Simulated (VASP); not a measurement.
# BaTiO3 (R3m) in VASP: notebook, part 2 of 2

VASP 6.6.1. Earlier steps stand in the parts before.

## Step 5: Single point, PBEsol

This run uses another cell than the first one, of 12.84 Å³/atom, 1.136 times its volume.

File INCAR:

```
  PREC = Accurate
  ENCUT = 520
  EDIFF = 1E-7
  ISMEAR = 0
  SIGMA = 0.01
  LREAL = False
  LASPH = True
  NELM = 80
  ALGO = Normal
  ISIF = 2
  LWAVE = False
  LCHARG = False
  GGA = PS
  NBANDS = 28
```

File KPOINTS:

```
regular mesh
0
Gamma
  6 6 6
```

File POSCAR:

```
BaTiO3
1.0
    2.8273666100      1.6323808700      2.3183934900
   -2.8273666100      1.6323808700      2.3183934900
    0.0000000000     -3.2647617400      2.3183934900
Ba Ti O
1 1 3
Direct
    0.0000000000      0.0000000000      0.0000000000
    0.4845000000      0.4845000000      0.4845000000
    0.5086000000      0.5086000000      0.0175000000
    0.0175000000      0.5086000000      0.5086000000
    0.5086000000      0.0175000000      0.5086000000
```

Potentials or basis: VASP PAW PBE potentials, release 64 (Ba_sv, Ti_sv, O).

On the command line:

```console
$ cat potpaw_PBE.64/Ba_sv/POTCAR potpaw_PBE.64/Ti_sv/POTCAR potpaw_PBE.64/O/POTCAR > POTCAR
$ mpirun -np 1 vasp_std > vasp.out
```

OUTCAR:

```text
PREC = Accurate
   ENCUT = 520
   EDIFF = 1E-7
   ISMEAR = 0
   LREAL = False
   LASPH = True
   NELM = 80
   ISIF = 2
   GGA = PS

 ion  position               nearest neighbor table
   1  0.000  0.000  0.000-   3 2.79   4 2.79   5 2.79   4 2.83   5 2.83   5 2.83   4 2.83   3 2.83
                             3 2.83   3 2.89   4 2.89   5 2.89   2 3.37   2 3.43   2 3.43   2 3.43
   2  0.484  0.484  0.484-   3 1.87   4 1.87   5 1.87   3 2.14   4 2.14   5 2.14   1 3.37   1 3.43
                             1 3.43   1 3.43   1 3.50   1 3.50   1 3.50   1 3.59
   3  0.509  0.509  0.017-   2 1.87   2 2.14   1 2.79   1 2.83   1 2.83   1 2.89
   4  0.017  0.509  0.509-   2 1.87   2 2.14   1 2.79   1 2.83   1 2.83   1 2.89
   5  0.509  0.017  0.509-   2 1.87   2 2.14   1 2.79   1 2.83   1 2.83   1 2.89

  LATTYP: Found a trigonal (rhomboedric) cell.
 ALAT       =     4.0041999983
 COS(alpha) =     0.0028448809

  Lattice vectors:

 A1 = (   2.8273666100,   1.6323808700,   2.3183934900)
 A2 = (  -2.8273666100,   1.6323808700,   2.3183934900)
 A3 = (   0.0000000000,  -3.2647617400,   2.3183934900)

Analysis of symmetry for initial positions (statically):
=====================================================================
 Subroutine PRICEL returns:
 Original cell was already a primitive cell.

 Routine SETGRP: Setting up the symmetry group for a
 trigonal (rhombohedral) supercell.

 Subroutine GETGRP returns: Found  6 space group operations
 (whereof  6 operations were pure point group operations)
 out of a pool of 12 trial point group operations.

The static configuration has the point symmetry C_3v.

Analysis of symmetry for dynamics (positions and initial velocities):
=====================================================================
 Subroutine PRICEL returns:
 Original cell was already a primitive cell.

 Routine SETGRP: Setting up the symmetry group for a
 trigonal (rhombohedral) supercell.

 Subroutine GETGRP returns: Found  6 space group operations
 (whereof  6 operations were pure point group operations)
 out of a pool of 12 trial point group operations.

[... 123 lines left out ...]
   IALGO  =     38    algorithm
   IMIX   =      4    mixing-type and parameters
     AMIX     =   0.40;   BMIX     =  1.00
     AMIX_MAG =   1.60;   BMIX_MAG =  1.00
  volume/ion in A,a.u.               =      12.84        86.65
  Fermi-wavevector in a.u.,A,eV,Ry     =   1.398237  2.642285 26.600301  1.955067
  Thomas-Fermi vector in A             =   2.521415
   LORBIT       =      0    0 simple, 1 ext, 2 COOP (PROOUT), +10 PAW based schemes
   GGA     = PS    functional components
   LHFCALC =     F    Hartree Fock is set to
   AEXX    =    0.0000 exact exchange contribution
   IVDW    =     0    specifies the selected vdW correction
   LEPSILON=     F    determine dielectric tensor
   LRPA    =     F    only Hartree local field effects (RPA)
 non-spin polarized calculation
 Gauss-broadening in eV      SIGMA  =   0.01
  energy-cutoff  :      520.00
  volume of cell :       64.20
 maximum number of plane-waves:      1750
 NGX is ok and might be reduce to    30
   NGX = 15   NGY = 15   NGZ = 15

 number of electron      39.9999998 magnetization

 Free energy of the ion-electron system (eV)
  ---------------------------------------------------
  ext. energy  EPLUGINS =         0.00000000
  ---------------------------------------------------
  free energy    TOTEN  =       -42.00630472 eV

  energy without entropy =      -42.00630472  energy(sigma->0) =      -42.00630472

 E-fermi :   3.7639     XC(G=0): -11.4933

 val. band max:        3.6248062131   @ k =   0.5000   0.5000   0.5000
 cond. band min:       5.9613543236   @ k =   0.0000   0.0000   0.0000
 fundamental gap:      2.3365481105
 Fermi energy:         3.7638628830

 k-point     1 :       0.0000    0.0000    0.0000
  band No.  band energies     occupation
      1     -52.4016      2.00000
      2     -28.7728      2.00000
      3     -28.7728      2.00000
      4     -28.7675      2.00000
      5     -21.1279      2.00000
      6     -13.1236      2.00000
[... 733 lines left out ...]
     27      11.7467      0.00000
     28      12.2188      0.00000

 [... further k-points ...]
[... 5 lines left out ...]
  --------------------------------------------------------------------------------------
  -------------------------------------------------------------------------------------
  Total        0.2694749      0.2694749      0.1946939      0.0000000     -0.0000000     -0.0000000
  in kB        6.7249158      6.7249158      4.8587102      0.0000000     -0.0000000     -0.0000000
  external PRESSURE =       6.1028473 kB  Pullay stress =       0.0000000 kB

 VOLUME and BASIS-vectors are now :
 -----------------------------------------------------------------------------
  energy-cutoff  :      520.00
  volume of cell :       64.20
      direct lattice vectors                 reciprocal lattice vectors
     2.827366610  1.632380870  2.318393490     0.176843002  0.102100355  0.143777721
    -2.827366610  1.632380870  2.318393490    -0.176843002  0.102100355  0.143777721
     0.000000000 -3.264761740  2.318393490     0.000000000 -0.204200710  0.143777721

 POSITION                                       TOTAL-FORCE (eV/Angst)
 -----------------------------------------------------------------------------------
      0.00000      0.00000      0.00000         0.000000      0.000000     -0.125964
      0.00000      0.00000      3.36978         0.000000      0.000000      0.141626
      0.00000      1.60332      2.39884         0.000000      0.095250     -0.005221
     -1.38852     -0.80166      2.39884        -0.082489     -0.047625     -0.005221
      1.38852     -0.80166      2.39884         0.082489     -0.047625     -0.005221
 -----------------------------------------------------------------------------------
    total drift:                                0.000000     -0.000001      0.000482

  FREE ENERGIE OF THE ION-ELECTRON SYSTEM (eV)
  ---------------------------------------------------
  free  energy   TOTEN  =       -42.0063047188 eV

  energy  without entropy=      -42.0063047188  energy(sigma->0) =      -42.00630472
```

Wall time 29 s (1 thread of Intel Xeon 6975P-C (Granite Rapids), shared host); peak memory 0.2 GiB.

Results:

```yaml
Free_energy: -42.0063 eV
Pressure: 0.6 GPa
Largest_force: 0.142 eV/Å
Band_gap_on_the_k_mesh: 2.34 eV, indirect (least direct gap 2.74 eV)
```

Forces in eV/Å, atoms in the order of the input:
```
Ba   0.000  0.000 -0.126
Ti   0.000  0.000  0.142
O    0.000  0.095 -0.005
O   -0.082 -0.048 -0.005
O    0.082 -0.048 -0.005
```

Levels at points of the mesh, in eV from the valence-band top:
```tsv
k point	band 17	band 18	band 19	band 20	band 21	band 22	band 23	band 24
(0.00, 0.00, 0.00)	-1.08	-0.54	-0.40	-0.40	2.34	2.34	2.48	4.51
(0.50, 0.00, 0.00)	-1.71	-1.66	-0.97	-0.84	2.52	3.78	3.88	4.48
(0.50, 0.50, 0.00)	-1.64	-0.90	-0.85	-0.10	3.86	3.86	4.19	5.07
(0.50, 0.50, 0.50)	-2.36	-0.02	-0.02	0.00	4.33	4.49	4.49	6.53
```

Caveat: the PAW data sets were made with another functional, which shifts forces and pressure a little; spin-orbit coupling is left out, which moves the levels of the heavy elements.

## Step 6: Overview

| cell | gap on the mesh (eV) | pressure (GPa) | largest force (eV/Å) |
| --- | --- | --- | --- |
| a = 3.837 Å, angles 89.8°, 5 atoms | 2.64 | 30.3 | 1.68 |
| a = 3.894 Å, angles 89.8°, 5 atoms | 2.54 | 18.2 | 1.10 |
| a = 3.950 Å, angles 89.8°, 5 atoms | 2.43 | 8.5 | 0.59 |
| a = 4.004 Å, angles 89.8°, 5 atoms | 2.34 | 0.6 | 0.14 |

Alike in all rows: task single point; level PBEsol; potentials or basis VASP PAW PBE potentials, release 64 (Ba_sv, Ti_sv, O); no spin polarisation; k mesh 6 × 6 × 6; cutoff (eV) 520; smearing gaussian 0.01 eV.

Caveats: the PAW data sets were made with another functional, which shifts forces and pressure a little; spin-orbit coupling is left out, which moves the levels of the heavy elements.

Total energies depend on the potentials used, so only differences within one code and one set of settings carry meaning.
